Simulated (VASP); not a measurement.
A run of VASP 6.6.1:

File INCAR:

```
SYSTEM = Si
  PREC = Accurate
  ENCUT = 520
  EDIFF = 1E-7
  ISMEAR = 0
  SIGMA = 0.05
  LREAL = .False.
  LASPH = .True.
  NELM = 100
  ALGO = Normal
  ISIF = 2
  LWAVE = .False.
  LCHARG = .False.
  GGA = PE
  NBANDS = 31
```

The input KPOINTS:

```
Automatic mesh
0
Gamma
  1 1 23
  0 0 0.5
```

Contents of POSCAR:

```
Si
1.0
   23.5000000000      0.0000000000      0.0000000000
    0.0000000000      9.8000000000      0.0000000000
    0.0000000000      0.0000000000      3.8448215833
Si
10
Direct
    0.2351112074      0.4709591526      0.5000000000
    0.3810787831      0.4678586840      0.0000000000
    0.5245330621      0.4829329459      0.5000000000
    0.6686416594      0.4999603289      0.0000000000
    0.8100598242      0.4548012812      0.5000000000
    0.1899401758      0.5451987188      0.0000000000
    0.3313583406      0.5000396711      0.5000000000
    0.4754669379      0.5170670541      0.0000000000
    0.6189212169      0.5321413160      0.5000000000
    0.7648887926      0.5290408474      0.0000000000
```

Potentials or basis: VASP PAW PBE potentials, release 64 (Si).

Launch:

```sh
$ cat potpaw_PBE.64/Si/POTCAR > POTCAR
$ mpirun -np 1 vasp_std > vasp.out
```

Hardware: 1 thread of Intel(R) Xeon(R) Platinum 8488C (Sapphire Rapids), on a shared host.

Question: How long does it take, and how much memory?

Answer: It took 9.1 min on 1 thread of Intel(R) Xeon(R) Platinum 8488C (Sapphire Rapids), with other jobs on the host, peak memory 0.93 GiB. Counts: scf iterations 24, k points 12.
